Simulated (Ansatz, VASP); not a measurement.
**LiFeN: VASP beside Ansatz**

File INCAR:

```
PREC = Accurate ; ENCUT = 520
EDIFF = 1E-6 ; ISMEAR = -1
SIGMA = 0.05 ; LREAL = F
LASPH = T ; NELM = 150
ALGO = Fast ; ISIF = 2
LWAVE = F ; LCHARG = F
ISPIN = 2 ; MAGMOM = 3 0 0
LORBIT = 11 ; LMAXMIX = 4
LDAU = T ; LDAUTYPE = 2
LDAUL = 2 -1 -1 ; LDAUU = 5 0 0
LDAUJ = 0 0 0 ; LDAUPRINT = 1
GGA = PE ; NBANDS = 19
```

The input KPOINTS:

```
Automatic mesh
0
Gamma
  10 10 7
```

The input POSCAR:

```
LiFeN
1.0
    3.1006003459      0.0000000000      0.0000000000
   -1.5503001729      2.6851986665      0.0000000000
    0.0000000000      0.0000000000      4.1453390000
Fe N Li
1 1 1
Direct
    0.3333333333      0.6666666667      0.5000000000
    0.0000000000      0.0000000000      0.5000000000
    0.0000000000      0.0000000000      0.0000000000
```

input.yaml

```yaml
crystal:
  lattice:
    - [3.1006003459, 0.0, 0.0]
    - [-1.5503001729, 2.6851986665, 0.0]
    - [0.0, 0.0, 4.145339]
  atoms:
    - { symbol: Fe, position: [0.3333333333, 0.6666666667, 0.5], spin: 3.0 }
    - { symbol: "N", position: [0.0, 0.0, 0.5] }
    - { symbol: Li, position: [0.0, 0.0, 0.0] }
hamiltonian:
  xc: pbe
  pseudopotentials: { kind: paw }
  hubbard: { sites: [{ species: Fe, l: d, u_eff: 5.0 }] }
magnetization:
  spin_polarized: true
kpoints:
  mp_grid: { grid: [10, 10, 7] }
scf:
  occupations: { method: fermi_dirac, width: 0.05 }
  n_extra_bands: 7
output:
  forces: true
  stress: true
  eigenvalues: true
  dos: { projected: true, de: 0.05, nscf_kmesh: { grid: [15, 15, 11] } }
  write_density: true
  write_potential: true
  elf: true
  volumetric_format: npy
```

Alike in both runs: functional PBE; k mesh 10 × 10 × 7; occupations fermi-dirac, width 0.05 eV; collinear spin; Hubbard terms Fe d U = 5.0 eV.

|  | VASP | Ansatz |
| --- | --- | --- |
| version | VASP 6.6.1 | Ansatz 0.2.0 |
| potentials or method | VASP PAW PBE potentials, release 64 (Fe, N, Li_sv) | Ansatz PAW |
| plane-wave cutoff (eV) | 520 | 420 |
| valence electrons in the cell | 16 | 24 |
| task | single point | projected density of states |

Ansatz gave:

```
gap on the k mesh at the Fermi level (eV)                     : none
net moment per atom (μB)                                      : 1.15
size of the moment on the site where the two differ most (μB) : 2.83
```

Task: Estimate VASP's values.

Result: gap on the k mesh at the Fermi level (eV): none; net moment per atom (μB): 1.16; size of the moment on the site where the two differ most (μB): 3.45.

Site moments also hang on the region over which each program counts them. The programs project onto different local orbitals, so the same U acts differently, and such runs can settle in different states. A gap of «none» marks a metal or a gap that the smearing closes. VASP's potentials hold 16 valence electrons a cell and Ansatz's 24, so a difference there can come from the potentials and not from the codes.

Noted on VASP's run: the cutoff is under 1.25 times that of the potentials, so the pressure is a little rough. Noted on Ansatz's run: the magnetic or orbital state may not be the lowest.
